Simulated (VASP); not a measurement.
A run of VASP 6.6.1 is set up as follows.

The input INCAR:

```
  PREC = Accurate
  ENCUT = 520
  EDIFF = 1E-7
  ISMEAR = -1
  SIGMA = 0.3447
  LREAL = Auto
  LASPH = T
  NELM = 80
  ALGO = Normal
  ISIF = 2
  LWAVE = F
  LCHARG = T
  GGA = PE
  LELF = T
  LVHAR = T
  ISYM = 0
  NBANDS = 62
```

The input KPOINTS:

```
Automatic mesh
0
Gamma
  1 1 1
  0.25 0.25 0.25
```

POSCAR

```
B13P10
1.0
    6.5660210000      0.0873340000     -0.1704000000
    0.0873340000      6.7396190000      0.1358200000
   -0.1704000000      0.1358200000      7.0462260000
P B
10 13
Direct
    0.7730634683      0.5834670973      0.2572915649
   -0.0118125583      1.0415762182      0.3432835192
   -0.0658699133      0.9072103595      0.6671072509
    0.6296143495      0.8122115855      0.8375101377
    0.5461969969      0.2462626898      0.3902350804
    0.3489433744      0.7155398426      0.4610474216
    0.2344137977      1.2377015060      0.0347085791
    0.2196358857      0.7970483797      0.0169850987
    1.1364377247      0.5044602809      0.2974911950
    0.8386799647      0.1866766005     -0.0799620038
    0.6820688170      1.4165518523      0.6836579545
    0.7414873850      0.4080122766     -0.5311614724
    0.2881457804      0.4971294555      0.6605724708
    0.0551225480      0.7732096595      1.2972494135
    0.1083107063      0.3171023962      0.5237922112
    0.8909968809      0.6941355805      0.8543243396
    0.3422630411      1.2266535314      0.5518948072
    0.3009459560      0.5193824108     -0.0889072147
    0.4447014638      0.9354197863      0.5992083442
    0.4777250116      0.5254966970      0.8126184685
    0.2367816269      0.9751650771     -0.2173403651
    1.0420203091      0.5452258579      0.7062851354
    0.9957393306      0.2631240696      0.7318077040
```

Potentials or basis: VASP PAW PBE potentials, release 64 (P, B).

The run is started by

```console
$ cat potpaw_PBE.64/P/POTCAR potpaw_PBE.64/B/POTCAR > POTCAR
$ mpirun -np 1 vasp_std > vasp.out
```

(1) What does it give for the pressure?

(2) Predict the largest force.

Answers

(1) -1.2 GPa.

(2) 11.238 eV/Å.

Caveat: the k points lie up to 0.96 Å⁻¹ apart.
